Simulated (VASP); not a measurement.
# Si (a cell with a defect) in VASP: relaxation of the atoms with PBE+D3(BJ)

Aim: the relaxation of the atoms of Si (a cell with a defect) with PBE+D3(BJ).

Program: VASP 6.6.1. These are calculated values, not measurements. Logs are shortened: lines on timing, memory, paths and dates and some standing lists are left out, and cuts for length are marked.

## Step 1: The cell of the first run

The cell holds a defect, 17 atoms: a = 7.679 Å, b = 7.679 Å, c = 7.679 Å, α = 60.00°, β = 60.00°, γ = 60.00°.

## Step 2: Relaxation of the atoms, PBE+D3(BJ)

Input file INCAR:

```
ALGO     = Normal         # electronic algorithm
EDIFF    = 1E-7           # SCF threshold, eV
EDIFFG   = -0.03          # ionic threshold
ENCUT    = 520            # plane-wave cutoff, eV
GGA      = PE             # functional
IBRION   = 2              # ionic algorithm
ISIF     = 2              # what is computed and relaxed
ISMEAR   = 0              # smearing method
IVDW     = 12             # dispersion correction
LASPH    = True           # aspherical terms in the spheres
LCHARG   = False          # write CHGCAR
LREAL    = Auto         
LWAVE    = False          # write WAVECAR
NELM     = 60             # most SCF steps
NSW      = 80             # ionic steps
PREC     = Accurate       # precision mode
SIGMA    = 0.05           # smearing width, eV
```

Input file KPOINTS:

```
k-points
0
Gamma
  2 2 2
```

Input file POSCAR:

```
Si
1.0
    0.0000000000      5.4300000000      5.4300000000
    5.4300000000      0.0000000000      5.4300000000
    5.4300000000      5.4300000000      0.0000000000
Si
17
Direct
    0.0000000000      0.0000000000      0.0000000000
    0.1250000000      0.1250000000      0.1250000000
    0.0000000000      0.0000000000      0.5000000000
    0.1250000000      0.1250000000      0.6250000000
    0.0000000000      0.5000000000      0.0000000000
    0.1250000000      0.6250000000      0.1250000000
    0.0000000000      0.5000000000      0.5000000000
    0.1250000000      0.6250000000      0.6250000000
    0.5000000000      0.0000000000      0.0000000000
    0.6250000000      0.1250000000      0.1250000000
    0.5000000000      0.0000000000      0.5000000000
    0.6250000000      0.1250000000      0.6250000000
    0.5000000000      0.5000000000      0.0000000000
    0.6250000000      0.6250000000      0.1250000000
    0.5000000000      0.5000000000      0.5000000000
    0.6250000000      0.6250000000      0.6250000000
    0.8254290000      0.8118053500      0.3128238800
```

Potentials or basis: VASP PAW PBE potentials, release 64 (Si).

On the command line:

```bash
$ cat potpaw_PBE.64/Si/POTCAR > POTCAR
$ mpirun -np 1 vasp_std > vasp.out
```

OUTCAR:

```text
EDIFF = 1E-7
   EDIFFG = -0.03
   ENCUT = 520
   GGA = PE
   IBRION = 2
   ISIF = 2
   ISMEAR = 0
   IVDW = 12
   LASPH = True
   LREAL = Auto
   NELM = 60
   NSW = 80
   PREC = Accurate
 IVDW          = 12

 ion  position               nearest neighbor table
   1  0.000  0.000  0.000-  17 2.21   4 2.35   6 2.35  10 2.35   2 2.35
   2  0.125  0.125  0.125-   1 2.35   3 2.35   5 2.35   9 2.35
   3  0.000  0.000  0.500-   2 2.35   4 2.35   8 2.35  12 2.35
   4  0.125  0.125  0.625-   1 2.35   3 2.35   7 2.35  11 2.35
   5  0.000  0.500  0.000-   2 2.35   6 2.35   8 2.35  14 2.35
   6  0.125  0.625  0.125-  17 2.21   5 2.35   7 2.35  13 2.35   1 2.35
   7  0.000  0.500  0.500-  17 2.21   6 2.35   8 2.35  16 2.35   4 2.35
   8  0.125  0.625  0.625-   3 2.35   5 2.35   7 2.35  15 2.35
   9  0.500  0.000  0.000-   2 2.35  10 2.35  12 2.35  14 2.35
  10  0.625  0.125  0.125-  17 2.30   9 2.35  11 2.35  13 2.35   1 2.35
  11  0.500  0.000  0.500-  17 2.30  10 2.35  12 2.35  16 2.35   4 2.35
  12  0.625  0.125  0.625-   3 2.35   9 2.35  11 2.35  15 2.35
  13  0.500  0.500  0.000-   6 2.35  10 2.35  14 2.35  16 2.35
  14  0.625  0.625  0.125-   5 2.35   9 2.35  13 2.35  15 2.35
  15  0.500  0.500  0.500-   8 2.35  12 2.35  14 2.35  16 2.35
  16  0.625  0.625  0.625-  17 2.29  11 2.35  13 2.35  15 2.35   7 2.35
  17  0.825  0.812  0.313-   7 2.21   6 2.21   1 2.21  16 2.29  11 2.30  10 2.30

  LATTYP: Found a face centered cubic cell.
 ALAT       =    10.8600000000

  Lattice vectors:

 A1 = (   0.0000000000,   5.4300000000,   5.4300000000)
 A2 = (   5.4300000000,   0.0000000000,   5.4300000000)
 A3 = (   5.4300000000,   5.4300000000,   0.0000000000)

Analysis of symmetry for initial positions (statically):
=====================================================================
 Subroutine PRICEL returns:
 Original cell was already a primitive cell.

 Routine SETGRP: Setting up the symmetry group for a
 face centered cubic supercell.

 Subroutine GETGRP returns: Found  1 space group operations
 (whereof  1 operations were pure point group operations)
 out of a pool of 48 trial point group operations.

The static configuration has the point symmetry C_1 .

Analysis of symmetry for dynamics (positions and initial velocities):
=====================================================================
 Subroutine PRICEL returns:
 Original cell was already a primitive cell.

 Routine SETGRP: Setting up the symmetry group for a
 face centered cubic supercell.

 Subroutine GETGRP returns: Found  1 space group operations
 (whereof  1 operations were pure point group operations)
 out of a pool of 48 trial point group operations.

The dynamic configuration has the point symmetry C_1 .

 Subroutine INISYM returns: Found  1 space group operations
 (whereof  1 operations are pure point group operations),
 and found     1 'primitive' translations

----------------------------------------------------------------------------------------

                                     Primitive cell

  volume of cell :     320.2060

  direct lattice vectors                    reciprocal lattice vectors
     0.000000000  5.430000000  5.430000000    -0.092081031  0.092081031  0.092081031
     5.430000000  0.000000000  5.430000000     0.092081031 -0.092081031  0.092081031
     5.430000000  5.430000000  0.000000000     0.092081031  0.092081031 -0.092081031

  length of vectors
     7.679179644  7.679179644  7.679179644     0.159489025  0.159489025  0.159489025

  position of ions in fractional coordinates (direct lattice)
     0.000000000  0.000000000  0.000000000
     0.125000000  0.125000000  0.125000000
     0.000000000  0.000000000  0.500000000
     0.125000000  0.125000000  0.625000000
     0.000000000  0.500000000  0.000000000
     0.125000000  0.625000000  0.125000000
[... 9 lines left out ...]
     0.625000000  0.625000000  0.625000000
     0.825429000  0.811805350  0.312823880

  ion indices of the primitive-cell ions
   primitive index   ion index
                 1           1
                 2           2
                 3           3
                 4           4
                 5           5
                 6           6
[... 9 lines left out ...]
                16          16
                17          17

----------------------------------------------------------------------------------------

 KPOINTS: k-points

Automatic generation of k-mesh.
 Grid dimensions read from file:
 generate k-points for:    2    2    2

 Generating k-lattice:

  Cartesian coordinates                     Fractional coordinates (reciprocal lattice)
    -0.046040516  0.046040516  0.046040516     0.500000000  0.000000000  0.000000000
     0.046040516 -0.046040516  0.046040516     0.000000000  0.500000000  0.000000000
     0.046040516  0.046040516 -0.046040516     0.000000000  0.000000000  0.500000000

  Length of vectors
     0.079744512  0.079744512  0.079744512

  Shift w.r.t. Gamma in fractional coordinates (k-lattice)
     0.000000000  0.000000000  0.000000000

 Subroutine IBZKPT returns following result:
 ===========================================

 Found      8 irreducible k-points:

 Following reciprocal coordinates:
            Coordinates               Weight
  0.000000  0.000000  0.000000      1.000000
  0.500000  0.000000  0.000000      1.000000
  0.000000  0.500000  0.000000      1.000000
  0.000000  0.000000  0.500000      1.000000
  0.500000  0.500000  0.500000      1.000000
  0.500000  0.500000  0.000000      1.000000
  0.000000  0.500000  0.500000      1.000000
  0.500000  0.000000  0.500000      1.000000
   k-points           NKPTS =      8   k-points in BZ     NKDIM =      8   number of bands    NBANDS=     43
   number of dos      NEDOS =    301   number of ions     NIONS =     17
   total plane-waves  NPLWV = 216000
   dimension x,y,z NGX =    60 NGY =   60 NGZ =   60
   dimension x,y,z NGXF=   120 NGYF=  120 NGZF=  120
   ions per type =              17
   NGX,Y,Z   is equivalent  to a cutoff of  12.99, 12.99, 12.99 a.u.
   NGXF,Y,Z  is equivalent  to a cutoff of  25.98, 25.98, 25.98 a.u.
 SYSTEM =  unknown system
   PREC   = accura    normal or accurate (medium, high low for compatibility)
   ISTART =      0    job   : 0-new  1-cont  2-samecut
   ICHARG =      2    charge: 1-file 2-atom 10-const
   ISPIN  =      1    spin polarized calculation?
   LNONCOLLINEAR =      F non collinear calculations
   LSORBIT =      F    spin-orbit coupling
   LASPH  =      T    aspherical Exc in radial PAW
   ENCUT  =  520.0 eV  38.22 Ry    6.18 a.u.  14.28 14.28 14.28*2*pi/ulx,y,z
   NELM   =     60;   NELMIN=  2; NELMDL= -5     # of ELM steps
   EDIFF  = 0.1E-06   stopping-criterion for ELM
   LREAL  =      T    real-space projection
   EDIFFG = -.3E-01   stopping-criterion for IOM
   NSW    =     80    number of steps for IOM
   IBRION =      2    ionic relax: 0-MD 1-quasi-New 2-CG
   NFREE  =      1    steps in history (QN), initial steepest desc. (CG)
   ISIF   =      2    stress and relaxation
   ISYM   =      2    0-nonsym 1-usesym 2-fastsym
   POTIM  = 0.5000    time-step for ionic-motion
   TEBEG  =    0.0;   TEEND  =   0.0 temperature during run
   PSTRESS=    0.0 pullay stress
   NELECT =      68.0000    total number of electrons
   NUPDOWN=      -1.0000    fix difference up-down
   EMIN   =  10.00;   EMAX   =-10.00  energy-range for DOS
   EFERMI =   0.00;   METHOD = LEGACY
   ISMEAR =     0;   SIGMA  =   0.05  broadening in eV -4-tet -1-fermi 0-gaus
   EFERMI_NEDOS =   21; number of points for ismear=-14 and -15
   IALGO  =     38    algorithm
   IMIX   =      4    mixing-type and parameters
     AMIX     =   0.40;   BMIX     =  1.00
     AMIX_MAG =   1.60;   BMIX_MAG =  1.00
  volume/ion in A,a.u.               =      18.84       127.11
  Fermi-wavevector in a.u.,A,eV,Ry     =   0.976715  1.845724 12.979587  0.953973
  Thomas-Fermi vector in A             =   2.107356
   LORBIT       =      0    0 simple, 1 ext, 2 COOP (PROOUT), +10 PAW based schemes
   GGA     = PE    functional components
   LHFCALC =     F    Hartree Fock is set to
   AEXX    =    0.0000 exact exchange contribution
   IVDW    =    12    specifies the selected vdW correction
   LEPSILON=     F    determine dielectric tensor
   LRPA    =     F    only Hartree local field effects (RPA)
 conjugate gradient relaxation of ions
 non-spin polarized calculation
 Gauss-broadening in eV      SIGMA  =   0.05
  energy-cutoff  :      520.00
  volume of cell :      320.21
 maximum number of plane-waves:      8646
 NGX is ok and might be reduce to    60
   NGX = 29   NGY = 29   NGZ = 29

--------------------------------------- Ionic step        1  -------------------------------------------

 number of electron      68.0000003 magnetization

 Free energy of the ion-electron system (eV)
  ---------------------------------------------------
  ext. energy  EPLUGINS =         0.00000000
  ---------------------------------------------------
  free energy    TOTEN  =       -86.70134905 eV

  energy without entropy =      -86.69129683  energy(sigma->0) =      -86.69632294

------------------------ aborting loop because EDIFF is reached ----------------------------------------

 Edisp (eV)   -5.65508

 E8    (eV) :    -2.3410

  FORCE on cell =-STRESS in cart. coord.  units (eV):
  Direction    XX          YY          ZZ          XY          YZ          ZX
  --------------------------------------------------------------------------------------
  -------------------------------------------------------------------------------------
  Total       9.61938     9.34149     9.34247    -4.22135    -4.26870    -4.22105
  in kB      48.13135    46.74090    46.74584   -21.12189   -21.35881   -21.12037
  external pressure =       47.21 kB  Pullay stress =        0.00 kB
[... 142 lines left out ...]
  FREE ENERGIE OF THE ION-ELECTRON SYSTEM (eV)
  ---------------------------------------------------
  free  energy   TOTEN  =       -93.0553075975 eV

  energy  without entropy=      -93.0482507809  energy(sigma->0) =      -93.05177919

[... ionic steps 4 to 17 ...]

--------------------------------------- Ionic step       18  -------------------------------------------

 number of electron      68.0000000 magnetization

------------------------ aborting loop because EDIFF is reached ----------------------------------------

 Edisp (eV)   -5.64875

 E8    (eV) :    -2.3373
[... 99 lines left out ...]
  energy  without entropy=      -93.3240284839  energy(sigma->0) =      -93.32868638

--------------------------------------- Ionic step       20  -------------------------------------------

 number of electron      68.0000000 magnetization

 Free energy of the ion-electron system (eV)
  ---------------------------------------------------
  ext. energy  EPLUGINS =         0.00000000
  ---------------------------------------------------
  free energy    TOTEN  =       -87.68512002 eV

  energy without entropy =      -87.67608159  energy(sigma->0) =      -87.68060080

 E-fermi :   6.7235     XC(G=0):  -9.6897

 val. band max:        6.7220485871   @ k =   0.5000   0.5000   0.5000
 cond. band min:       6.7481418751   @ k =   0.0000   0.0000   0.0000
 fundamental gap:      0.0260932880
 Fermi energy:         6.7235375926

 k-point     1 :       0.0000    0.0000    0.0000
  band No.  band energies     occupation
      1      -6.2217      2.00000
      2      -3.9009      2.00000
      3      -3.6353      2.00000
      4      -3.6350      2.00000
      5      -3.3900      2.00000
      6      -2.5403      2.00000
[... 405 lines left out ...]
  FREE ENERGIE OF THE ION-ELECTRON SYSTEM (eV)
  ---------------------------------------------------
  free  energy   TOTEN  =       -93.3337938964 eV

  energy  without entropy=      -93.3247554727  energy(sigma->0) =      -93.32927468

 reached required accuracy - stopping structural energy minimisation
```

Run time: 39 min. Hardware: 1 thread of Intel Xeon Platinum 8259CL at 2.50GHz (Skylake/Cascade Lake), shared host; peak memory 0.54 GiB.

Results:

```
Free energy                  : -93.3338 eV
Energy gained by relaxing    : 57.5 meV/atom
Ionic steps                  : 20
Pressure after relaxing      : 1.9 GPa
Largest force after relaxing : 0.029 eV/Å
Band gap on the k mesh       : 0.03 eV
Dispersion energy per atom   : -0.332 eV
```

Forces in eV/Å, atoms in the order of the input:
```
Si  -0.002 -0.004  0.002
Si  -0.003 -0.009 -0.003
Si  -0.003 -0.021 -0.019
Si  -0.017 -0.004 -0.004
Si   0.004  0.008  0.008
Si   0.001  0.002  0.003
Si  -0.002  0.002 -0.002
Si  -0.005 -0.002 -0.010
Si  -0.002  0.017  0.000
Si   0.004  0.007  0.001
Si  -0.007 -0.017 -0.017
Si  -0.006  0.009  0.009
Si   0.005  0.005  0.004
Si   0.017  0.000  0.001
Si  -0.001  0.000  0.016
Si   0.003  0.000  0.007
Si   0.014  0.006  0.007
```

Stress tensor (GPa, compression positive):
```
 1.93 -0.43 -0.43
-0.43  1.93 -0.43
-0.43 -0.43  1.93
```

Step by step:
```csv
step,energy change (eV),largest force (eV/Å),pressure (GPa)
1,0.0000,2.6408,4.72
2,-0.6978,0.7670,3.35
3,-0.6989,0.7546,3.37
4,-0.7823,0.4506,3.18
5,-0.7847,0.4549,3.15
6,-0.8180,0.3036,3.08
7,-0.8257,0.2742,3.03
8,-0.8561,0.2224,2.95
9,-0.9096,0.3777,2.72
10,-0.9160,0.4969,2.60
11,-0.9353,0.4246,2.50
12,-0.9660,0.1984,2.17
13,-0.9674,0.1688,2.09
14,-0.9708,0.1047,2.05
15,-0.9718,0.1291,2.01
16,-0.9734,0.0968,2.00
17,-0.9757,0.0931,1.95
18,-0.9769,0.0365,1.94
19,-0.9769,0.0450,1.94
20,-0.9774,0.0286,1.93
```

Final structure:
```
Si
1.0
     0.00000    5.43000    5.43000
     5.43000    0.00000    5.43000
     5.43000    5.43000    0.00000
Si
17
Direct
  0.01178 0.01089 0.97312
  0.12841 0.12759 0.11179
  0.98144 0.98045 0.48052
  0.10739 0.10668 0.60676
  0.01142 0.49917 0.99921
  0.14742 0.61693 0.11701
  0.01176 0.47304 0.51097
  0.12841 0.61173 0.62764
  0.49990 0.01082 0.99917
  0.61778 0.14663 0.11700
  0.47392 0.01102 0.51107
  0.61246 0.12762 0.62767
  0.51610 0.51531 0.01537
  0.64148 0.64063 0.14068
  0.49990 0.49913 0.51085
  0.61777 0.61695 0.64670
  0.81809 0.81722 0.31729
```

Caveat: the k points lie up to 0.50 Å⁻¹ apart.
